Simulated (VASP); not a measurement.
Rh, 1 atom in the cell. Symmetry: Fm-3m, No. 225, cubic system. Conventional cell: a = 3.880 Å, b = 3.880 Å, c = 3.880 Å, α = 90.00°, β = 90.00°, γ = 90.00°. Rh (site symmetry m-3m) has 12 Rh at 2.74 Å within 3.6 Å. 

| Quantity | Value |
| --- | --- |
| Program | VASP 6.6.1 |
| Task | single point |
| Functional | HSE06 |
| Potentials or basis | VASP PAW PBE potentials, release 64 (Rh_pv) |
| Cutoff | 520 eV |
| k mesh | 6 × 6 × 6 |
| Occupations | fermi-dirac, width 0.1 eV |
| Spin | no spin polarisation |
| Dipole correction | no |
| Grid for exact exchange (PRECFOCK) | Normal |
| Further INCAR settings | ALGO = Normal; EDIFF = 1e-06; NBANDS = 14 |
| Share of exact exchange | 0.25 |
| Screening parameter | 0.2079 1/Å |

Potentials or basis: VASP PAW PBE potentials, release 64 (Rh_pv).

Command:

```bash
$ cat potpaw_PBE.64/Rh_pv/POTCAR > POTCAR
$ cp INCAR.step1 INCAR
$ mpirun -np 1 vasp_std > vasp.out
$ cp INCAR.step2 INCAR
$ mpirun -np 1 vasp_std > vasp.out
```

Hardware: 1 thread of Intel Xeon 8259CL (shared host).

Q: How long does it take, and how much memory?

A: Run time: 24 min on 1 thread of Intel Xeon 8259CL, with other jobs on the host, peak memory 0.23 GiB. Counts: k points 16.
